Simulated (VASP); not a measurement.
Write the native input for VASP 6.6.1 that does the following.

```yaml
Task: single point
Functional: PBE
Potentials_or_basis: VASP PAW PBE potentials, release 64 (Ti_sv, H)
Cutoff: 520 eV
k_mesh: 10 × 10 × 10
Occupations: gaussian, width 0.1 eV
Spin: no spin polarisation
Dipole_correction: no
Further_INCAR_settings: ALGO = Normal; EDIFF = 1e-07; NBANDS = 32
```

The structure of Ti4H lies in POSCAR:

```
Ti4H
1.0
   -2.6474739471      2.6474739471      2.6474739471
    2.6474739471     -2.6474739471      2.6474739471
    2.6474739471      2.6474739471     -2.6474739471
Ti H
4 1
Direct
    0.0000000000      0.0000000000      0.5000000000
    0.0000000000      0.5000000000      0.0000000000
    0.5000000000      0.0000000000      0.0000000000
    0.5000000000      0.5000000000      0.5000000000
    0.0000000000      0.0000000000      0.0000000000
```

The cell was built from a structure type or drawn by symmetry, and may not be a known phase.

One way to write it, as run:

INCAR

```
ALGO     = Normal         # electronic algorithm
EDIFF    = 1E-7           # SCF threshold, eV
ENCUT    = 520            # plane-wave cutoff, eV
GGA      = PE             # functional
ISIF     = 2              # what is computed and relaxed
ISMEAR   = 0              # smearing method
LASPH    = T              # aspherical terms in the spheres
LCHARG   = T              # write CHGCAR
LELF     = T              # ELF
LREAL    = F              # projectors in reciprocal space
LVHAR    = T            
LWAVE    = F              # write WAVECAR
NBANDS   = 32             # bands
NELM     = 100            # most SCF steps
PREC     = Accurate       # precision mode
SIGMA    = 0.1            # smearing width, eV
```

KPOINTS

```
k-points
0
Gamma
  10 10 10
```

Potentials or basis: VASP PAW PBE potentials, release 64 (Ti_sv, H).

Command:

```sh
$ cat potpaw_PBE.64/Ti_sv/POTCAR potpaw_PBE.64/H/POTCAR > POTCAR
$ mpirun -np 1 vasp_std > vasp.out
```

Results of the run:

```
Pressure               : -0.2 GPa
Band gap on the k mesh : zero (an odd number of electrons rules out a gap without spin polarisation)
```

Run time: 51 s on 1 thread of Intel(R) Xeon(R) 6975P-C (Granite Rapids), on a shared host, peak memory 0.24 GiB.
